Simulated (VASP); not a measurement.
# SO (R3m) in VASP: notebook

The runs below take SO through single point, relaxation of cell and atoms, with PBE+D3(BJ).

Program: VASP 6.6.1. These are calculated values, not measurements. Logs are shortened: lines on timing, memory, paths and dates and some standing lists are left out, and cuts for length are marked.

### Step 1. The cell of the first run

It takes space group R3m (No. 160, trigonal). Conventional cell: a = 2.844 Å, b = 2.844 Å, c = 12.215 Å, α = 90.00°, β = 90.00°, γ = 120.00°. Within 2.0 Å of S (site symmetry 3m) lie 1 O at 1.49 Å. O (site symmetry 3m) has 1 S at 1.49 Å within 2.0 Å.

### Step 2. Single point, PBE+D3(BJ)

The input, INCAR:

```
PREC = Accurate
ENCUT = 520
EDIFF = 1E-6
ISMEAR = -1
SIGMA = 0.15
LREAL = F
LASPH = T
NELM = 80
ALGO = Normal
ISIF = 2
LWAVE = F
LCHARG = T
GGA = PE
IVDW = 12
LELF = T
LVHAR = T
NBANDS = 13
```

The input, KPOINTS:

```
regular mesh
0
Gamma
  18 18 18
```

The input, POSCAR:

```
SO
1.0
    1.4218496617      0.8209052849      4.0717979346
   -1.4218496617      0.8209052849      4.0717979346
    0.0000000000     -1.6418105699      4.0717979346
S O
1 1
Direct
    0.0609767933      0.0609767933      0.0609767933
    0.9390232067      0.9390232067      0.9390232067
```

Potentials or basis: VASP PAW PBE potentials, release 64 (S, O).

On the command line:

```console
> cat potpaw_PBE.64/S/POTCAR potpaw_PBE.64/O/POTCAR > POTCAR
> mpirun -np 1 vasp_std > vasp.out
```

OUTCAR:

```text
PREC = Accurate
   ENCUT = 520
   EDIFF = 1E-6
   ISMEAR = -1
   LREAL = F
   LASPH = T
   NELM = 80
   ISIF = 2
   GGA = PE
   IVDW = 12
 IVDW          = 12

 ion  position               nearest neighbor table
   1  0.061  0.061  0.061-   2 1.49
   2  0.939  0.939  0.939-   1 1.49

  LATTYP: Found a trigonal (rhomboedric) cell.
 ALAT       =     4.3903394365
 COS(alpha) =     0.7902310733

  Lattice vectors:

 A1 = (   1.4218496617,   0.8209052849,   4.0717979346)
 A2 = (  -1.4218496617,   0.8209052849,   4.0717979346)
 A3 = (   0.0000000000,  -1.6418105699,   4.0717979346)

Analysis of symmetry for initial positions (statically):
=====================================================================
 Subroutine PRICEL returns:
 Original cell was already a primitive cell.

 Routine SETGRP: Setting up the symmetry group for a
 trigonal (rhombohedral) supercell.

 Subroutine GETGRP returns: Found  6 space group operations
 (whereof  6 operations were pure point group operations)
 out of a pool of 12 trial point group operations.

The static configuration has the point symmetry C_3v.

Analysis of symmetry for dynamics (positions and initial velocities):
=====================================================================
 Subroutine PRICEL returns:
 Original cell was already a primitive cell.

 Routine SETGRP: Setting up the symmetry group for a
 trigonal (rhombohedral) supercell.

 Subroutine GETGRP returns: Found  6 space group operations
 (whereof  6 operations were pure point group operations)
 out of a pool of 12 trial point group operations.

The dynamic configuration has the point symmetry C_3v.

 Subroutine INISYM returns: Found  6 space group operations
 (whereof  6 operations are pure point group operations),
 and found     1 'primitive' translations

----------------------------------------------------------------------------------------

                                     Primitive cell

  volume of cell :      28.5157

  direct lattice vectors                    reciprocal lattice vectors
     1.421849662  0.820905285  4.071797935     0.351654618  0.203027889  0.081863918
    -1.421849662  0.820905285  4.071797935    -0.351654618  0.203027889  0.081863918
     0.000000000 -1.641810570  4.071797935     0.000000000 -0.406055777  0.081863918

  length of vectors
     4.390339436  4.390339436  4.390339436     0.414225778  0.414225778  0.414225778

  position of ions in fractional coordinates (direct lattice)
     0.060976793  0.060976793  0.060976793
     0.939023207  0.939023207  0.939023207

  ion indices of the primitive-cell ions
   primitive index   ion index
                 1           1
                 2           2

----------------------------------------------------------------------------------------

 KPOINTS: regular mesh

Automatic generation of k-mesh.
 Grid dimensions read from file:
 generate k-points for:   18   18   18

 Generating k-lattice:

  Cartesian coordinates                     Fractional coordinates (reciprocal lattice)
     0.019536368  0.011279327  0.004547995     0.055555556 -0.000000000 -0.000000000
    -0.019536368  0.011279327  0.004547995    -0.000000000  0.055555556 -0.000000000
     0.000000000 -0.022558654  0.004547995     0.000000000  0.000000000  0.055555556

  Length of vectors
     0.023012543  0.023012543  0.023012543

  Shift w.r.t. Gamma in fractional coordinates (k-lattice)
     0.000000000  0.000000000  0.000000000

 Subroutine IBZKPT returns following result:
 ===========================================

 Found    580 irreducible k-points:

 Following reciprocal coordinates:
            Coordinates               Weight
  0.000000  0.000000  0.000000      1.000000
  0.055556 -0.000000  0.000000      6.000000
  0.111111 -0.000000  0.000000      6.000000
  0.166667 -0.000000 -0.000000      6.000000
  0.222222 -0.000000  0.000000      6.000000
  0.277778 -0.000000  0.000000      6.000000
[... 16 lines left out ...]
 -0.277778  0.055556  0.000000     12.000000
 -0.222222  0.055556  0.000000     12.000000
 [... further k-points ...]
   k-points           NKPTS =    580   k-points in BZ     NKDIM =    580   number of bands    NBANDS=     13
   number of dos      NEDOS =    301   number of ions     NIONS =      2
   total plane-waves  NPLWV =  46656
   dimension x,y,z NGX =    36 NGY =   36 NGZ =   36
   dimension x,y,z NGXF=    72 NGYF=   72 NGZF=   72
   ions per type =               1   1
   NGX,Y,Z   is equivalent  to a cutoff of  13.63, 13.63, 13.63 a.u.
   NGXF,Y,Z  is equivalent  to a cutoff of  27.26, 27.26, 27.26 a.u.
 SYSTEM =  unknown system
   PREC   = accura    normal or accurate (medium, high low for compatibility)
   ISTART =      0    job   : 0-new  1-cont  2-samecut
   ICHARG =      2    charge: 1-file 2-atom 10-const
   ISPIN  =      1    spin polarized calculation?
   LNONCOLLINEAR =      F non collinear calculations
   LSORBIT =      F    spin-orbit coupling
   LASPH  =      T    aspherical Exc in radial PAW
   ENCUT  =  520.0 eV  38.22 Ry    6.18 a.u.   8.16  8.16  8.16*2*pi/ulx,y,z
   NELM   =     80;   NELMIN=  2; NELMDL= -5     # of ELM steps
   EDIFF  = 0.1E-05   stopping-criterion for ELM
   LREAL  =      F    real-space projection
   EDIFFG = 0.1E-04   stopping-criterion for IOM
   NSW    =      0    number of steps for IOM
   IBRION =     -1    ionic relax: 0-MD 1-quasi-New 2-CG
   NFREE  =      0    steps in history (QN), initial steepest desc. (CG)
   ISIF   =      2    stress and relaxation
   ISYM   =      2    0-nonsym 1-usesym 2-fastsym
   POTIM  = 0.5000    time-step for ionic-motion
   TEBEG  =    0.0;   TEEND  =   0.0 temperature during run
   PSTRESS=    0.0 pullay stress
   NELECT =      12.0000    total number of electrons
   NUPDOWN=      -1.0000    fix difference up-down
   EMIN   =  10.00;   EMAX   =-10.00  energy-range for DOS
   EFERMI =   0.00;   METHOD = LEGACY
   ISMEAR =    -1;   SIGMA  =   0.15  broadening in eV -4-tet -1-fermi 0-gaus
   EFERMI_NEDOS =   21; number of points for ismear=-14 and -15
   IALGO  =     38    algorithm
   IMIX   =      4    mixing-type and parameters
     AMIX     =   0.40;   BMIX     =  1.00
     AMIX_MAG =   1.60;   BMIX_MAG =  1.00
  volume/ion in A,a.u.               =      14.26        96.22
  Fermi-wavevector in a.u.,A,eV,Ry     =   1.226800  2.318316 20.477296  1.505039
  Thomas-Fermi vector in A             =   2.361787
   LORBIT       =      0    0 simple, 1 ext, 2 COOP (PROOUT), +10 PAW based schemes
   GGA     = PE    functional components
   LHFCALC =     F    Hartree Fock is set to
   AEXX    =    0.0000 exact exchange contribution
   IVDW    =    12    specifies the selected vdW correction
   LEPSILON=     F    determine dielectric tensor
   LRPA    =     F    only Hartree local field effects (RPA)
 non-spin polarized calculation
  energy-cutoff  :      520.00
  volume of cell :       28.52
 maximum number of plane-waves:       783
 NGX is ok and might be reduce to    36
   NGX = 17   NGY = 17   NGZ = 17

 number of electron      11.9999999 magnetization

 Free energy of the ion-electron system (eV)
  ---------------------------------------------------
  ext. energy  EPLUGINS =         0.00000000
  ---------------------------------------------------
  free energy    TOTEN  =        -9.82772069 eV

  energy without entropy =       -9.78085660  energy(sigma->0) =       -9.80428864

 E-fermi :   4.2168     XC(G=0):  -9.9876

 val. band max:        4.2094036542   @ k =   0.3333   0.1667   0.0556
 cond. band min:       4.2377934245   @ k =   0.5000   0.3889   0.2222
 fundamental gap:      0.0283897704
 Fermi energy:         4.2167739297

 k-point     1 :       0.0000    0.0000    0.0000
  band No.  band energies     occupation
      1     -18.2139      2.00000
      2      -8.6258      2.00000
      3      -3.3757      2.00000
      4       0.9636      2.00000
      5       0.9636      2.00000
      6       7.0672      0.00000
      7       7.0672      0.00000
      8       8.1006      0.00000
      9      14.2039      0.00000
     10      15.9852      0.00000
     11      15.9852      0.00000
     12      19.3724      0.00000
     13      20.5619      0.00000

 k-point     2 :       0.0556   -0.0000    0.0000
  band No.  band energies     occupation
      1     -18.1899      2.00000
      2      -8.5883      2.00000
      3      -3.3433      2.00000
      4       0.8369      2.00000
      5       0.9375      2.00000
      6       6.6828      0.00000
      7       6.9936      0.00000
      8       8.3684      0.00000
      9      14.2958      0.00000
     10      15.7509      0.00000
     11      16.1888      0.00000
     12      19.1568      0.00000
     13      20.6346      0.00000

 k-point     3 :       0.1111   -0.0000    0.0000
  band No.  band energies     occupation
      1     -18.1203      2.00000
      2      -8.4761      2.00000
      3      -3.2513      2.00000
      4       0.4819      2.00000
      5       0.8631      2.00000
      6       5.9475      0.00002
      7       6.7947      0.00000
      8       8.7613      0.00000
      9      14.4880      0.00000
     10      15.2934      0.00000
     11      16.7753      0.00000
     12      18.5496      0.00000
     13      20.9488      0.00000
[... 305 lines left out ...]
 k-point    23 :      -0.2778    0.0556    0.0000
  band No.  band energies     occupation
      1     -17.6393      2.00000
      2      -7.4895      2.00000
      3      -2.9643      2.00000
      4      -1.3938      2.00000
      5       0.3222      2.00000
      6       3.0921      1.99889
      7       5.6123      0.00018
      8       9.5642      0.00000
      9      13.2073      0.00000
     10      15.3230      0.00000
     11      17.2563      0.00000
     12      20.0755      0.00000
     13      20.7502      0.00000

 k-point    24 :      -0.2222    0.0556    0.0000
  band No.  band energies     occupation
      1     -17.7888      2.00000
      2      -7.8259      2.00000
      3      -2.9696      2.00000
      4      -0.9145      2.00000
      5       0.4709      2.00000
      6       3.8028      1.88091
      7       5.9078      0.00003
      8       9.4822      0.00000
      9      13.6249      0.00000
     10      15.8649      0.00000
     11      16.7523      0.00000
     12      19.3828      0.00000
     13      20.6496      0.00000

 [... further k-points ...]

------------------------ aborting loop because EDIFF is reached ----------------------------------------

 Edisp (eV)   -0.39114

 E8    (eV) :    -0.1273

  FORCE on cell =-STRESS in cart. coord.  units (eV):
  Direction    XX          YY          ZZ          XY          YZ          ZX
  --------------------------------------------------------------------------------------
  -------------------------------------------------------------------------------------
  Total      -0.03307    -0.03307    -0.38246     0.00000     0.00000    -0.00000
  in kB      -1.85810    -1.85810   -21.48900     0.00000     0.00000    -0.00000
  external pressure =       -8.40 kB  Pullay stress =        0.00 kB

 VOLUME and BASIS-vectors are now :
 -----------------------------------------------------------------------------
  energy-cutoff  :      520.00
  volume of cell :       28.52
      direct lattice vectors                 reciprocal lattice vectors
     1.421849662  0.820905285  4.071797935     0.351654618  0.203027889  0.081863918
    -1.421849662  0.820905285  4.071797935    -0.351654618  0.203027889  0.081863918
     0.000000000 -1.641810570  4.071797935     0.000000000 -0.406055777  0.081863918

 POSITION                                       TOTAL-FORCE (eV/Angst)
 -----------------------------------------------------------------------------------
      0.00000     -0.00000      0.74486         0.000000      0.000000     -0.206913
      0.00000     -0.00000     11.47054         0.000000     -0.000000      0.206913
 -----------------------------------------------------------------------------------
    total drift:                               -0.000000     -0.000000     -0.001206

  FREE ENERGIE OF THE ION-ELECTRON SYSTEM (eV)
  ---------------------------------------------------
  free  energy   TOTEN  =       -10.2188627150 eV

  energy  without entropy=      -10.1719986313  energy(sigma->0) =      -10.19543067
```

It took 2.3 min on 1 thread of Intel Xeon 6975P-C (Granite Rapids), shared host; peak memory 0.35 GiB.

Results:

| Quantity | Value |
| --- | --- |
| Free energy | -10.2189 eV |
| Pressure | -0.8 GPa |
| Largest force | 0.207 eV/Å |
| Band gap on the k mesh | zero (bands 6 and 7 overlap by 4.36 eV) |
| Dispersion energy per atom | -0.196 eV |

Forces on the atoms (eV/Å):
```
S    0.000  0.000 -0.207
O    0.000  0.000  0.207
```

Levels at points of the mesh, in eV from the Fermi level:
```tsv
k point	band 4	band 5	band 6	band 7	band 8	band 9
(0.00, 0.00, 0.00)	-3.25	-3.25	2.85	2.85	3.88	9.99
(0.50, 0.00, 0.00)	-5.91	-4.05	-2.28	1.15	5.20	7.94
(0.50, 0.50, 0.00)	-5.21	-4.22	-2.78	1.64	4.69	7.84
(0.50, 0.50, 0.50)	-3.31	-3.31	1.54	3.05	3.05	11.39
```

### Step 3. Relaxation of cell and atoms, PBE+D3(BJ)

This run uses another cell than the first one, of 14.20 Å³/atom.

The input, INCAR:

```
SYSTEM = SO
PREC     = Accurate       ! precision mode
ENCUT    = 600            ! plane-wave cutoff, eV
EDIFF    = 1E-6           ! SCF threshold, eV
ISMEAR   = -1             ! smearing method
SIGMA    = 0.15           ! smearing width, eV
LREAL    = .False.        ! projectors in reciprocal space
LASPH    = .True.         ! aspherical terms in the spheres
NELM     = 100            ! most SCF steps
ALGO     = Normal         ! electronic algorithm
ISIF     = 3              ! what is computed and relaxed
LWAVE    = .False.        ! write WAVECAR
LCHARG   = .False.        ! write CHGCAR
GGA      = PE             ! functional
IVDW     = 12             ! dispersion correction
IBRION   = 2              ! ionic algorithm
NSW      = 80             ! ionic steps
EDIFFG   = -0.001         ! ionic threshold
```

The input, KPOINTS:

```
regular mesh
0
Gamma
  18 18 18
  0 0 0
```

The input, POSCAR:

```
SO
1.0
    1.4203004138      0.8200108262      4.0652979107
   -1.4203004138      0.8200108262      4.0652979107
    0.0000000000     -1.6400216524      4.0652979107
S O
1 1
Direct
    0.0610701473      0.0610701473      0.0610701473
    0.9389298527      0.9389298527      0.9389298527
```

Potentials or basis: VASP PAW PBE potentials, release 64 (S, O).

On the command line:

```console
> cat potpaw_PBE.64/S/POTCAR potpaw_PBE.64/O/POTCAR > POTCAR
> mpirun -np 1 vasp_std > vasp.out
```

It took 11 min on 1 thread of Intel Xeon 6975P-C (Granite Rapids), shared host; peak memory 0.4 GiB.

Results (log left out):

| Property | Result |
| --- | --- |
| Free energy | -10.2234 eV |
| Relaxed volume | 14.08 Å³/atom |
| Relaxed cell | a = 4.360 Å, b = 4.360 Å, c = 4.360 Å, α = 37.97°, β = 37.97°, γ = 37.97° |
| Space group after relaxing (to 0.1 Å) | R3m (No. 160) |
| Energy gained by relaxing | 0.4 meV/atom |
| Ionic steps | 19 |
| Pressure after relaxing | 0.0 GPa |
| Band gap on the k mesh | zero (bands 6 and 7 overlap by 4.41 eV) |
| Dispersion energy per atom | -0.198 eV |

The path:
```
step  energy change (eV)  largest force (eV/Å)  pressure (GPa)  volume (Å³)
   1              0.0000                0.2151           -0.82        28.41
   2              0.0236                1.6475            4.39        28.11
   3             -0.0006                0.0095           -0.19        28.37
   4             -0.0006                0.0168           -0.17        28.37
   5             -0.0006                0.0216           -0.16        28.37
   6             -0.0006                0.0202           -0.10        28.31
   7             -0.0007                0.0163            0.06        28.15
   8             -0.0007                0.0769           -0.17        28.15
   9             -0.0007                0.0137            0.02        28.15
  10             -0.0007                0.0131            0.00        28.15
  11             -0.0008                0.0133           -0.03        28.16
  12             -0.0008                0.0148           -0.03        28.16
  13             -0.0007                0.0135           -0.05        28.16
  14             -0.0008                0.0120           -0.05        28.16
  15             -0.0008                0.0125           -0.04        28.16
  16             -0.0008                0.0131           -0.03        28.16
  17             -0.0008                0.0162            0.05        28.16
  18             -0.0008                0.0004            0.01        28.16
  19             -0.0008                0.0008            0.00        28.16
```

Final structure:
```
S O
1.0
     1.41845    0.81895    4.04025
    -1.41845    0.81895    4.04025
     0.00000   -1.63789    4.04025
S O
1 1
Direct
  0.06127 0.06127 0.06127
  0.93873 0.93873 0.93873
```

Levels at points of the mesh, in eV from the Fermi level:
```tsv
k point	band 2	band 3	band 4	band 5	band 6	band 7	band 8	band 9	band 10
(0.00, 0.00, 0.00)	-12.84	-7.67	-3.29	-3.29	2.88	2.88	3.92	10.06	11.77
(0.50, 0.00, 0.00)	-10.78	-8.16	-5.97	-4.09	-2.29	1.15	5.20	7.95	9.79
(0.50, 0.50, 0.00)	-11.20	-7.97	-5.24	-4.27	-2.80	1.68	4.69	7.86	10.31
(0.50, 0.50, 0.50)	-13.92	-5.35	-3.35	-3.35	1.54	3.09	3.09	11.50	11.67
```
